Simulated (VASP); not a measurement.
Ga2SiS:

```
Ga Si S
1.0
     4.05273    0.00000    0.00000
     0.00000    4.05273    0.00000
     0.00000    0.00000    5.66988
Ga Si S
2 1 1
Direct
  0.00000 0.50000 0.22240
  0.50000 0.00000 0.77760
  0.00000 0.00000 0.00000
  0.50000 0.50000 0.50000
```

| Quantity | Value |
| --- | --- |
| Program | VASP 6.6.1 |
| Task | relaxation of cell and atoms |
| Functional | PBE |
| Potentials or basis | VASP PAW PBE potentials, release 64 (Ga_d, Si, S) |
| Cutoff | 600 eV |
| k mesh | 4 × 4 × 4 |
| Occupations | gaussian, width 0.1 eV |
| Spin | no spin polarisation |

At the start: pressure -1.6 GPa; volume 23.28 Å³/atom.

Problem. How do energy, volume and symmetry change on relaxing?

Solution. Over 9 steps the energy falls by 19.1 meV/atom and the volume is 22.41 Å³/atom (-3.7 %); space group P-4m2 (No. 115, to 0.05 Å).

Step by step:
```csv
step,energy change (eV),largest force (eV/Å),pressure (GPa),volume (Å³)
1,0.0000,0.4017,-1.62,93.13
2,-0.0537,0.2578,0.13,89.97
3,-0.0609,0.1872,0.95,88.56
4,-0.0611,0.1734,1.19,88.30
5,-0.0751,0.0632,0.05,89.49
6,-0.0752,0.0798,0.00,89.58
7,-0.0752,0.0846,-0.02,89.61
8,-0.0761,0.0439,-0.01,89.63
9,-0.0764,0.0078,-0.05,89.65
```

Final structure:
```yaml
crystal:
  lattice:
    - [4.09208, 0.00000, 0.00000]
    - [0.00000, 4.09208, 0.00000]
    - [0.00000, 0.00000, 5.35385]
  atoms:
    - { symbol: Ga, position: [0.00000, 0.50000, 0.22971] }
    - { symbol: Ga, position: [0.50000, 0.00000, 0.77029] }
    - { symbol: Si, position: [0.00000, 0.00000, 0.00000] }
    - { symbol: S, position: [0.50000, 0.50000, 0.50000] }
```
